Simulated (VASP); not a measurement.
# Al9N in VASP: relaxation of the atoms with PBEsol

Aim: the relaxation of the atoms of Al9N with PBEsol.

Program: VASP 6.6.1. These are calculated values, not measurements. Logs are shortened: lines on timing, memory, paths and dates and some standing lists are left out, and cuts for length are marked.

## 1. The cell of the first run

The cell holds a slab with vacuum, 10 atoms: a = 2.836 Å, b = 2.836 Å, c = 34.138 Å, α = 90.00°, β = 90.00°, γ = 120.00°.

## 2. Relaxation of the atoms, PBEsol

Input file INCAR:

```
SYSTEM = Al9N
PREC     = Accurate       ! precision mode
ENCUT    = 520            ! plane-wave cutoff, eV
EDIFF    = 1E-7           ! SCF threshold, eV
ISMEAR   = 0              ! smearing method
SIGMA    = 0.1            ! smearing width, eV
LREAL    = .FALSE.        ! projectors in reciprocal space
LASPH    = .TRUE.         ! aspherical terms in the spheres
NELM     = 120            ! most SCF steps
ALGO     = Normal         ! electronic algorithm
ISIF     = 2              ! what is computed and relaxed
LWAVE    = .FALSE.        ! write WAVECAR
LCHARG   = .FALSE.        ! write CHGCAR
LDIPOL   = .TRUE.       
IDIPOL   = 3            
DIPOL    = 0.5 0.5 0.420
GGA      = PS             ! functional
IBRION   = 2              ! ionic algorithm
NSW      = 36             ! ionic steps
EDIFFG   = -0.025         ! ionic threshold
GGA_COMPAT= .FALSE.      
NELMIN   = 4            
NELMDL   = -8
```

Input file KPOINTS:

```
Automatic mesh
0
G
  12 12 1
  0 0 0
```

Input file POSCAR:

```
Al9N
1.0
    2.8360890834      0.0000000000      0.0000000000
   -1.4180445417      2.4561251936      0.0000000000
    0.0000000000      0.0000000000     34.1378324787
Al N
9 1
Selective dynamics
Direct
    0.3333333333      0.6666666667      0.1171720554  F F F
    0.0000000000      0.0000000000      0.1854391565  F F F
    0.6666666667      0.3333333333      0.2537062577  F F F
    0.0000000000      0.0000000000      0.3219733588  F F F
    0.3333333333      0.6666666667      0.3896661213  F F F
    0.0000000000      0.0000000000      0.4573304602  F F F
    0.6666666667      0.3333333333      0.5260691494  F F F
    0.0000000000      0.0000000000      0.5941774940  F F F
    0.3333333333      0.6666666667      0.6631303406  F F F
    1.0000000000      1.0000000000      0.6864836231  F F T
```

Potentials or basis: VASP PAW PBE potentials, release 64 (Al, N).

The run is started by

```sh
> cat potpaw_PBE.64/Al/POTCAR potpaw_PBE.64/N/POTCAR > POTCAR
> mpirun -np 1 vasp_std > vasp.out
```

OUTCAR:

```text
SYSTEM = Al9N
   PREC = Accurate
   ENCUT = 520
   EDIFF = 1E-7
   ISMEAR = 0
   LREAL = .FALSE.
   LASPH = .TRUE.
   NELM = 120
   ISIF = 2
   GGA = PS
   IBRION = 2
   NSW = 36
   EDIFFG = -0.025
   NELMIN = 4
   NELMDL = -8

 ion  position               nearest neighbor table
   1  0.333  0.667  0.117-   2 2.85   2 2.85   2 2.85
   2  0.000  0.000  0.185-   1 2.85   1 2.85   1 2.85   3 2.85   3 2.85   3 2.85
   3  0.667  0.333  0.254-   4 2.85   4 2.85   4 2.85   2 2.85   2 2.85   2 2.85
   4  0.000  0.000  0.322-   5 2.83   5 2.83   5 2.83   3 2.85   3 2.85   3 2.85
   5  0.333  0.667  0.390-   6 2.83   6 2.83   6 2.83   4 2.83   4 2.83   4 2.83
   6  0.000  0.000  0.457-   5 2.83   5 2.83   5 2.83   7 2.86   7 2.86   7 2.86
   7  0.667  0.333  0.526-   8 2.84   8 2.84   8 2.84   6 2.86   6 2.86   6 2.86
   8  0.000  0.000  0.594-   7 2.84   7 2.84   7 2.84   9 2.87   9 2.87   9 2.87
   9  0.333  0.667  0.663-  10 1.82  10 1.82  10 1.82   8 2.87   8 2.87   8 2.87
  10  0.000  0.000  0.686-   9 1.82   9 1.82   9 1.82

  LATTYP: Found a hexagonal cell.
 ALAT       =     2.8360890834
 C/A-ratio  =    12.0369394172

  Lattice vectors:

 A1 = (   2.8360890834,   0.0000000000,   0.0000000000)
 A2 = (  -1.4180445417,   2.4561251936,   0.0000000000)
 A3 = (   0.0000000000,   0.0000000000,  34.1378324787)

Analysis of symmetry for initial positions (statically):
=====================================================================
 Subroutine PRICEL returns:
 Original cell was already a primitive cell.

 Routine SETGRP: Setting up the symmetry group for a
 hexagonal supercell.

 Subroutine GETGRP returns: Found  6 space group operations
 (whereof  6 operations were pure point group operations)
 out of a pool of 24 trial point group operations.

The static configuration has the point symmetry C_3v.

Analysis of symmetry for dynamics (positions and initial velocities):
=====================================================================
 Subroutine PRICEL returns:
 Original cell was already a primitive cell.

 Routine SETGRP: Setting up the symmetry group for a
 hexagonal supercell.

 Subroutine GETGRP returns: Found  6 space group operations
 (whereof  6 operations were pure point group operations)
 out of a pool of 24 trial point group operations.

The dynamic configuration has the point symmetry C_3v.

Analysis of constrained symmetry for selective dynamics:
=====================================================================
 Subroutine PRICEL returns:
 Original cell was already a primitive cell.

 Routine SETGRP: Setting up the symmetry group for a
 hexagonal supercell.

 Subroutine GETGRP returns: Found  6 space group operations
 (whereof  6 operations were pure point group operations)
 out of a pool of 24 trial point group operations.

The constrained configuration has the point symmetry C_3v.

 Subroutine INISYM returns: Found  6 space group operations
 (whereof  6 operations are pure point group operations),
 and found     1 'primitive' translations

----------------------------------------------------------------------------------------

                                     Primitive cell

  volume of cell :     237.7970

  direct lattice vectors                    reciprocal lattice vectors
     2.836089083  0.000000000  0.000000000     0.352598233  0.203572685  0.000000000
    -1.418044542  2.456125194  0.000000000     0.000000000  0.407145370  0.000000000
     0.000000000  0.000000000 34.137832479     0.000000000  0.000000000  0.029293014

  length of vectors
     2.836089083  2.836089083 34.137832479     0.407145370  0.407145370  0.029293014

  position of ions in fractional coordinates (direct lattice)
     0.333333333  0.666666667  0.117172055
     0.000000000  0.000000000  0.185439157
     0.666666667  0.333333333  0.253706258
     0.000000000  0.000000000  0.321973359
     0.333333333  0.666666667  0.389666121
     0.000000000  0.000000000  0.457330460
     0.666666667  0.333333333  0.526069149
     0.000000000  0.000000000  0.594177494
[... 39 lines left out ...]

 Found     19 irreducible k-points:

 Following reciprocal coordinates:
            Coordinates               Weight
  0.000000  0.000000  0.000000      1.000000
  0.083333  0.000000  0.000000      6.000000
  0.166667 -0.000000  0.000000      6.000000
  0.250000 -0.000000  0.000000      6.000000
  0.333333 -0.000000  0.000000      6.000000
  0.416667  0.000000  0.000000      6.000000
[... 11 lines left out ...]
  0.333333  0.250000  0.000000     12.000000
  0.333333  0.333333  0.000000      2.000000
   k-points           NKPTS =     19   k-points in BZ     NKDIM =     19   number of bands    NBANDS=     22
   number of dos      NEDOS =    301   number of ions     NIONS =     10
   total plane-waves  NPLWV = 147456
   dimension x,y,z NGX =    24 NGY =   24 NGZ =  256
   dimension x,y,z NGXF=    48 NGYF=   48 NGZF=  512
   ions per type =               9   1
   NGX,Y,Z   is equivalent  to a cutoff of  14.07, 14.07, 12.47 a.u.
   NGXF,Y,Z  is equivalent  to a cutoff of  28.14, 28.14, 24.93 a.u.
 SYSTEM =  Al9N
   PREC   = accura    normal or accurate (medium, high low for compatibility)
   ISTART =      0    job   : 0-new  1-cont  2-samecut
   ICHARG =      2    charge: 1-file 2-atom 10-const
   ISPIN  =      1    spin polarized calculation?
   LNONCOLLINEAR =      F non collinear calculations
   LSORBIT =      F    spin-orbit coupling
   LASPH  =      T    aspherical Exc in radial PAW
   ENCUT  =  520.0 eV  38.22 Ry    6.18 a.u.   5.27  5.27 63.47*2*pi/ulx,y,z
   NELM   =    120;   NELMIN=  4; NELMDL= -8     # of ELM steps
   EDIFF  = 0.1E-06   stopping-criterion for ELM
   LREAL  =      F    real-space projection
   EDIFFG = -.3E-01   stopping-criterion for IOM
   NSW    =     36    number of steps for IOM
   IBRION =      2    ionic relax: 0-MD 1-quasi-New 2-CG
   NFREE  =      1    steps in history (QN), initial steepest desc. (CG)
   ISIF   =      2    stress and relaxation
   ISYM   =      2    0-nonsym 1-usesym 2-fastsym
   POTIM  = 0.5000    time-step for ionic-motion
   TEBEG  =    0.0;   TEEND  =   0.0 temperature during run
   PSTRESS=    0.0 pullay stress
   NELECT =      32.0000    total number of electrons
   NUPDOWN=      -1.0000    fix difference up-down
   EMIN   =  10.00;   EMAX   =-10.00  energy-range for DOS
   EFERMI =   0.00;   METHOD = LEGACY
   ISMEAR =     0;   SIGMA  =   0.10  broadening in eV -4-tet -1-fermi 0-gaus
   EFERMI_NEDOS =   21; number of points for ismear=-14 and -15
   IALGO  =     38    algorithm
   IMIX   =      4    mixing-type and parameters
     AMIX     =   0.40;   BMIX     =  1.00
     AMIX_MAG =   1.60;   BMIX_MAG =  1.00
  volume/ion in A,a.u.               =      23.78       160.47
  Fermi-wavevector in a.u.,A,eV,Ry     =   0.838924  1.585337  9.575696  0.703794
  Thomas-Fermi vector in A             =   1.953059
   LORBIT       =      0    0 simple, 1 ext, 2 COOP (PROOUT), +10 PAW based schemes
   GGA     = PS    functional components
   LHFCALC =     F    Hartree Fock is set to
   AEXX    =    0.0000 exact exchange contribution
   IVDW    =     0    specifies the selected vdW correction
   LEPSILON=     F    determine dielectric tensor
   LRPA    =     F    only Hartree local field effects (RPA)
 conjugate gradient relaxation of ions
 non-spin polarized calculation
 Gauss-broadening in eV      SIGMA  =   0.10
  energy-cutoff  :      520.00
  volume of cell :      237.80
 maximum number of plane-waves:      6440
 NGX is ok and might be reduce to    24
   NGX = 11   NGY = 11   NGZ =127

--------------------------------------- Ionic step        1  -------------------------------------------

 number of electron      31.9999999 magnetization

 Free energy of the ion-electron system (eV)
  ---------------------------------------------------
  ext. energy  EPLUGINS =         0.00000000
  ---------------------------------------------------
  free energy    TOTEN  =       -44.78455377 eV

  energy without entropy =      -44.76766014  energy(sigma->0) =      -44.77610696

------------------------ aborting loop because EDIFF is reached ----------------------------------------

  FORCE on cell =-STRESS in cart. coord.  units (eV):
  Direction    XX          YY          ZZ          XY          YZ          ZX
  --------------------------------------------------------------------------------------
  -------------------------------------------------------------------------------------
  Total        4.3545162      4.3545162     -1.1786943      0.0000000      0.0000000      0.0000000
  in kB       29.3389242     29.3389242     -7.9415533      0.0000000      0.0000000      0.0000000
  external PRESSURE =      16.9120983 kB  Pullay stress =       0.0000000 kB
[... 69 lines left out ...]
  FREE ENERGIE OF THE ION-ELECTRON SYSTEM (eV)
  ---------------------------------------------------
  free  energy   TOTEN  =       -45.0833365519 eV

  energy  without entropy=      -45.0650773034  energy(sigma->0) =      -45.07420693

 dipolmoment           0.000000      0.000000     -0.035441 electrons x Angstroem

--------------------------------------- Ionic step        3  -------------------------------------------

 number of electron      31.9999998 magnetization

------------------------ aborting loop because EDIFF is reached ----------------------------------------
[... 83 lines left out ...]
--------------------------------------- Ionic step        5  -------------------------------------------

 number of electron      31.9999998 magnetization

 dipolmoment           0.000000      0.000000      0.055692 electrons x Angstroem

 Free energy of the ion-electron system (eV)
  ---------------------------------------------------
  ext. energy  EPLUGINS =         0.00000000
  ---------------------------------------------------
  free energy    TOTEN  =       -45.38865363 eV

  energy without entropy =      -45.37362009  energy(sigma->0) =      -45.38113686

 E-fermi :   3.1779     XC(G=0):  -6.9769

 val. band max:        3.1545018092   @ k =   0.2500   0.2500   0.0000
 cond. band min:       3.1792515548   @ k =   0.4167   0.0000   0.0000
 fundamental gap:      0.0247497457
 Fermi energy:         3.1779315455

 k-point     1 :       0.0000    0.0000    0.0000
  band No.  band energies     occupation
      1     -12.9746      2.00000
      2      -7.9180      2.00000
      3      -7.6318      2.00000
      4      -7.1942      2.00000
      5      -6.5698      2.00000
      6      -5.7687      2.00000
[... 464 lines left out ...]
     21       2.9376      1.99932
     22       3.5297      0.00000

------------------------ aborting loop because EDIFF is reached ----------------------------------------

 vacuum level on the upper side and lower side of the slab       (xc-potential included)         0.703        -0.832

  FORCE on cell =-STRESS in cart. coord.  units (eV):
  Direction    XX          YY          ZZ          XY          YZ          ZX
  --------------------------------------------------------------------------------------
  -------------------------------------------------------------------------------------
  Total       10.8936145     10.8936145      1.0386557     -0.0000000      0.0000000      0.0000000
  in kB       73.3966564     73.3966564      6.9980316     -0.0000000      0.0000000      0.0000000
  external PRESSURE =      51.2637815 kB  Pullay stress =       0.0000000 kB
[... 25 lines left out ...]
  FREE ENERGIE OF THE ION-ELECTRON SYSTEM (eV)
  ---------------------------------------------------
  free  energy   TOTEN  =       -45.3886536300 eV

  energy  without entropy=      -45.3736200903  energy(sigma->0) =      -45.38113686

 reached required accuracy - stopping structural energy minimisation

 vacuum level on the upper side and lower side of the slab         8.796         7.245
```

It took 25 min on 1 thread of Intel Xeon Platinum 8488C (Sapphire Rapids), shared host; peak memory 0.44 GiB.

Results:

| Property | Result |
| --- | --- |
| Free energy | -45.3887 eV |
| Energy gained by relaxing | 60.4 meV/atom |
| Ionic steps | 5 |
| Band gap on the k mesh | zero (bands 16 and 17 overlap by 3.28 eV) |

The path:
```csv
step,energy change (eV),largest force on free atoms (eV/Å),pressure (GPa)
1,0.0000,2.6284,1.69
2,-0.2988,2.0797,2.79
3,-0.5893,0.3576,5.64
4,-0.6027,0.1157,5.30
5,-0.6041,0.0096,5.13
```

Final structure:
```cif
data_structure
_symmetry_space_group_name_H-M 'P 1'
_symmetry_Int_Tables_number 1
_cell_length_a 2.8361
_cell_length_b 2.8361
_cell_length_c 34.1378
_cell_angle_alpha 90.000
_cell_angle_beta 90.000
_cell_angle_gamma 120.000
_cell_volume 237.80
loop_
_atom_site_label
_atom_site_type_symbol
_atom_site_fract_x
_atom_site_fract_y
_atom_site_fract_z
_atom_site_occupancy
Al1 Al 0.33333 0.66667 0.11717 1
Al2 Al 0.00000 0.00000 0.18544 1
Al3 Al 0.66667 0.33333 0.25371 1
Al4 Al 0.00000 0.00000 0.32197 1
Al5 Al 0.33333 0.66667 0.38967 1
Al6 Al 0.00000 0.00000 0.45733 1
Al7 Al 0.66667 0.33333 0.52607 1
Al8 Al 0.00000 0.00000 0.59418 1
Al9 Al 0.33333 0.66667 0.66313 1
N1 N 0.00000 0.00000 0.67400 1
```

Levels at points of the mesh, in eV from the Fermi level:
| k point | band 13 | band 14 | band 15 | band 16 | band 17 | band 18 |
| --- | --- | --- | --- | --- | --- | --- |
| (0.00, 0.00, 0.00) | -1.58 | -1.58 | -0.45 | 1.17 | 2.77 | 4.00 |
| (0.50, 0.00, 0.00) | -2.55 | -2.42 | -2.06 | -1.58 | -0.86 | -0.49 |

Caveat: the PAW data sets were made with another functional, which shifts forces and pressure a little.
